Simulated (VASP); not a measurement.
# Mg2Cd3Te (P6mm) in VASP: notebook, part 2 of 3

VASP 6.6.1.

### 5 Single point, PBE

This run uses another cell than the first one, of 26.22 Å³/atom.

INCAR

```
SYSTEM = Mg2Cd3Te
PREC = Accurate
ENCUT = 520
EDIFF = 1E-6
ISMEAR = 0
SIGMA = 0.1
LREAL = .FALSE.
LASPH = .TRUE.
NELM = 80
ALGO = Fast
ISIF = 2
LWAVE = .FALSE.
LCHARG = .TRUE.
GGA = PE
LELF = .TRUE.
LVHAR = .TRUE.
NBANDS = 32
```

KPOINTS

```
regular mesh
0
G
  6 6 8
  0 0 0
```

POSCAR

```
Mg2Cd3Te
1.0
    6.0208231726      0.0000000000      0.0000000000
   -3.0104115863      5.2141858191      0.0000000000
    0.0000000000      0.0000000000      5.0103138124
Mg Cd Te
2 3 1
Direct
    0.6666666667      0.3333333333      0.9904485575
    0.3333333333      0.6666666667      0.9904485575
    0.5000000000      0.5000000000      0.4827932242
    0.5000000000      0.0000000000      0.4827932242
    0.0000000000      0.5000000000      0.4827932242
    0.0000000000      0.0000000000      0.7643601625
```

Potentials or basis: VASP PAW PBE potentials, release 64 (Mg, Cd, Te).

Command:

```console
$ cat potpaw_PBE.64/Mg/POTCAR potpaw_PBE.64/Cd/POTCAR potpaw_PBE.64/Te/POTCAR > POTCAR
$ mpirun -np 1 vasp_std > vasp.out
```

OUTCAR:

```text
SYSTEM = Mg2Cd3Te
   PREC = Accurate
   ENCUT = 520
   EDIFF = 1E-6
   ISMEAR = 0
   LREAL = .FALSE.
   LASPH = .TRUE.
   NELM = 80
   ISIF = 2
   GGA = PE

 ion  position               nearest neighbor table
   1  0.667  0.333  0.990-   4 3.02   5 3.02   3 3.02   4 3.08   5 3.08   3 3.08   2 3.48   2 3.48
                             2 3.48   6 3.66   6 3.66   6 3.66
   2  0.333  0.667  0.990-   4 3.02   5 3.02   3 3.02   4 3.08   5 3.08   3 3.08   1 3.48   1 3.48
                             1 3.48   6 3.66   6 3.66   6 3.66
   3  0.500  0.500  0.483-   4 3.01   4 3.01   5 3.01   5 3.01   1 3.02   2 3.02   1 3.08   2 3.08
                             6 3.32   6 3.32
   4  0.500  0.000  0.483-   3 3.01   5 3.01   3 3.01   5 3.01   1 3.02   2 3.02   1 3.08   2 3.08
                             6 3.32   6 3.32
   5  0.000  0.500  0.483-   4 3.01   4 3.01   3 3.01   3 3.01   1 3.02   2 3.02   1 3.08   2 3.08
                             6 3.32   6 3.32
   6  0.000  0.000  0.764-   3 3.32   5 3.32   5 3.32   3 3.32   4 3.32   4 3.32   1 3.66   2 3.66
                             1 3.66   2 3.66   1 3.66   2 3.66

  LATTYP: Found a hexagonal cell.
 ALAT       =     6.0208231726
 C/A-ratio  =     0.8321642521

  Lattice vectors:

 A1 = (   6.0208231726,   0.0000000000,   0.0000000000)
 A2 = (  -3.0104115863,   5.2141858191,   0.0000000000)
 A3 = (   0.0000000000,   0.0000000000,   5.0103138124)

Analysis of symmetry for initial positions (statically):
=====================================================================
 Subroutine PRICEL returns:
 Original cell was already a primitive cell.

 Routine SETGRP: Setting up the symmetry group for a
 hexagonal supercell.

 Subroutine GETGRP returns: Found 12 space group operations
 (whereof 12 operations were pure point group operations)
 out of a pool of 24 trial point group operations.

The static configuration has the point symmetry C_6v.

Analysis of symmetry for dynamics (positions and initial velocities):
=====================================================================
 Subroutine PRICEL returns:
[... 142 lines left out ...]
   GGA     = PE    functional components
   LHFCALC =     F    Hartree Fock is set to
   AEXX    =    0.0000 exact exchange contribution
   IVDW    =     0    specifies the selected vdW correction
   LEPSILON=     F    determine dielectric tensor
   LRPA    =     F    only Hartree local field effects (RPA)
 non-spin polarized calculation
 RMM-DIIS sequential band-by-band and
 Gauss-broadening in eV      SIGMA  =   0.10
  energy-cutoff  :      520.00
  volume of cell :      157.29
 maximum number of plane-waves:      4255
 NGX is ok and might be reduce to    48
   NGX = 23   NGY = 23   NGZ = 19

 number of electron      45.9999983 magnetization

 Free energy of the ion-electron system (eV)
  ---------------------------------------------------
  ext. energy  EPLUGINS =         0.00000000
  ---------------------------------------------------
  free energy    TOTEN  =        -8.35890065 eV

  energy without entropy =       -8.34433772  energy(sigma->0) =       -8.35161918

 E-fermi :   2.9207     XC(G=0):  -9.3457

 val. band max:        2.9176278557   @ k =   0.1667   0.1667   0.5000
 cond. band min:       2.9452630182   @ k =   0.1667   0.0000   0.2500
 fundamental gap:      0.0276351625
 Fermi energy:         2.9207173536

 k-point     1 :       0.0000    0.0000    0.0000
  band No.  band energies     occupation
      1      -8.2750      2.00000
      2      -6.8130      2.00000
      3      -6.4735      2.00000
      4      -6.4735      2.00000
      5      -6.4548      2.00000
      6      -6.1684      2.00000
[... 829 lines left out ...]
     31       8.1451      0.00000
     32       8.6190      0.00000

 [... further k-points ...]

------------------------ aborting loop because EDIFF is reached ----------------------------------------

  FORCE on cell =-STRESS in cart. coord.  units (eV):
  Direction    XX          YY          ZZ          XY          YZ          ZX
  --------------------------------------------------------------------------------------
  -------------------------------------------------------------------------------------
  Total        0.1160550      0.1160550      0.0001683      0.0000000      0.0000000     -0.0000000
  in kB        1.1821356      1.1821356      0.0017141      0.0000000      0.0000000     -0.0000000
  external PRESSURE =       0.7886617 kB  Pullay stress =       0.0000000 kB

 VOLUME and BASIS-vectors are now :
 -----------------------------------------------------------------------------
  energy-cutoff  :      520.00
  volume of cell :      157.29
      direct lattice vectors                 reciprocal lattice vectors
     6.020823173  0.000000000  0.000000000     0.166090246  0.095892248  0.000000000
    -3.010411586  5.214185819  0.000000000     0.000000000  0.191784496  0.000000000
     0.000000000  0.000000000  5.010313812     0.000000000  0.000000000  0.199588297

 POSITION                                       TOTAL-FORCE (eV/Angst)
 -----------------------------------------------------------------------------------
      3.01041      1.73806      4.96246         0.000000     -0.000000     -0.001733
     -0.00000      3.47612      4.96246        -0.000000      0.000000     -0.001733
      1.50521      2.60709      2.41895         0.000000     -0.000000     -0.001156
      3.01041      0.00000      2.41895        -0.000000      0.000000     -0.001156
     -1.50521      2.60709      2.41895        -0.000000     -0.000000     -0.001156
      0.00000      0.00000      3.82968         0.000000     -0.000000      0.006934
 -----------------------------------------------------------------------------------
    total drift:                                0.000000      0.000000      0.001621

  FREE ENERGIE OF THE ION-ELECTRON SYSTEM (eV)
  ---------------------------------------------------
  free  energy   TOTEN  =        -8.3589006505 eV

  energy  without entropy=       -8.3443377166  energy(sigma->0) =       -8.35161918
```

OSZICAR:

```text
N       E                     dE             d eps       ncg     rms          rms(c)
DAV:   1     0.274473035100E+03    0.27447E+03   -0.20718E+04  2240   0.127E+03
DAV:   2     0.250914238116E+01   -0.27196E+03   -0.26149E+03  2472   0.311E+02
DAV:   3    -0.866573919971E+01   -0.11175E+02   -0.11073E+02  2688   0.647E+01
DAV:   4    -0.875718840385E+01   -0.91449E-01   -0.91417E-01  2664   0.491E+00
DAV:   5    -0.875806490345E+01   -0.87650E-03   -0.87649E-03  2736   0.462E-01    0.754E+00
RMM:   6    -0.837383834613E+01    0.38423E+00   -0.96187E-01  2248   0.583E+00    0.542E+00
RMM:   7    -0.836278559394E+01    0.11053E-01   -0.75572E-02  2375   0.116E+00    0.274E+00
RMM:   8    -0.835897992989E+01    0.38057E-02   -0.13063E-02  2409   0.877E-01    0.220E-01
RMM:   9    -0.835884662301E+01    0.13331E-03   -0.23637E-03  2496   0.305E-01    0.105E-01
RMM:  10    -0.835891830378E+01   -0.71681E-04   -0.53590E-04  2467   0.193E-01    0.677E-02
RMM:  11    -0.835890177427E+01    0.16530E-04   -0.15765E-04  2514   0.843E-02    0.186E-02
RMM:  12    -0.835890092097E+01    0.85331E-06   -0.17595E-05  2522   0.250E-02    0.112E-02
RMM:  13    -0.835890065050E+01    0.27047E-06   -0.20339E-06  1873   0.809E-03
   1 F= -.83589007E+01 E0= -.83516192E+01  d E =-.145629E-01
```

stdout:

```text
POSCAR found type information on POSCAR MgCdTe
 POSCAR found :  3 types and       6 ions
 scaLAPACK will be used
 LDA part: xc-table for (Slater+PW92), standard interpolation
 POSCAR, INCAR and KPOINTS ok, starting setup
 FFT: planning ... GRIDC
 FFT: planning ... GRID_SOFT
 FFT: planning ... GRID
 WAVECAR not read
 entering main loop
```

Run time: 2 min. Hardware: 1 thread of Intel Xeon 6975P-C (Granite Rapids), shared host; peak memory 0.4 GiB.

Results:

```yaml
Free_energy: -8.3589 eV
Pressure: 0.1 GPa
Largest_force: 0.007 eV/Å
Band_gap_on_the_k_mesh: zero (bands 23 and 24 overlap by 1.57 eV)
```

Forces in eV/Å, atoms in the order of the input:
```
Mg   0.000  0.000 -0.002
Mg   0.000  0.000 -0.002
Cd   0.000  0.000 -0.001
Cd   0.000  0.000 -0.001
Cd   0.000  0.000 -0.001
Te   0.000  0.000  0.007
```

Caveat: spin-orbit coupling is left out, which moves the levels of the heavy elements.

(Continued in part 3 of 3.)
